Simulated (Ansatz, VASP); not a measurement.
## NaCl: VASP beside Ansatz

```
Na Cl
1.0
     0.00000    2.80270    2.80270
     2.80270    0.00000    2.80270
     2.80270    2.80270    0.00000
Na Cl
1 1
Cartesian
  0.0000 0.0000 0.0000
  2.8027 2.8027 2.8027
```

Alike in both runs: task single point; functional HSE06; k mesh 6 × 6 × 6; no spin polarisation.

|  | VASP | Ansatz |
| --- | --- | --- |
| version | VASP 6.6.1 | Ansatz 0.2.0 |
| potentials or method | VASP PAW PBE potentials, release 64 (Na_pv, Cl) | plane waves, PAW |
| plane-wave cutoff (eV) | 520 | 420 |
| occupations | gaussian, width 0.01 eV | fixed |
| valence electrons in the cell | 14 | 16 |

VASP gave:

| Quantity | Value |
| --- | --- |
| gap on the k mesh at the Fermi level (eV) | 6.55 |
| pressure (GPa) | 0.7 |

**Question.** What did Ansatz give for the same quantities?

**Answer.** gap on the k mesh at the Fermi level (eV): 6.56; pressure (GPa): 0.7.

VASP's potentials hold 14 valence electrons a cell and Ansatz's 16, so a difference there can come from the potentials and not from the codes. Ansatz's warnings: stress exchange threshold loose, stress scf threshold loose.
